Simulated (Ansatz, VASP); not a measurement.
One calculation of CsRe2, two programs

```xyz
6
Lattice="-2.5642 2.5642 6.1409 2.5642 -2.5642 6.1409 2.5642 2.5642 -6.1409" Properties=species:S:1:pos:R:3 pbc="T T T"
Cs    0.0000    0.0000    0.0000
Cs    0.0000    2.5642    3.0705
Re    0.0000    0.0000    5.0131
Re    2.5642    0.0000    1.9427
Re    2.5642    0.0000    4.1983
Re    0.0000    0.0000    7.2687
```

Alike in both runs: functional PBE; k mesh 12 × 12 × 12; occupations gaussian, width 0.1 eV; no spin polarisation.

Ansatz relaxed the structure, and its values are those at the end. VASP's run is a single point on that final structure, the one shown.

|  | VASP | Ansatz |
| --- | --- | --- |
| version | VASP 6.6.1 | Ansatz 0.2.0 |
| potentials or method | VASP PAW PBE potentials, release 64 (Cs_sv, Re), cutoff 520 eV | scalar-relativistic, plane waves, PAW |
| valence electrons in the cell | 46 | 78 |

|  | VASP | Ansatz | Ansatz less VASP |
| --- | --- | --- | --- |
| gap on the k mesh at the Fermi level (eV) | none | none | - |
| pressure (GPa) | -0.6 | 0.0 | +0.64 |
| rms of the force components (eV/Å) | 0.255 | 0.000 | -0.2551 |

A gap of «none» marks a metal or a gap that the smearing closes. VASP's potentials hold 46 valence electrons a cell and Ansatz's 78, so a difference there can come from the potentials and not from the codes.

Spin-orbit coupling is off throughout.
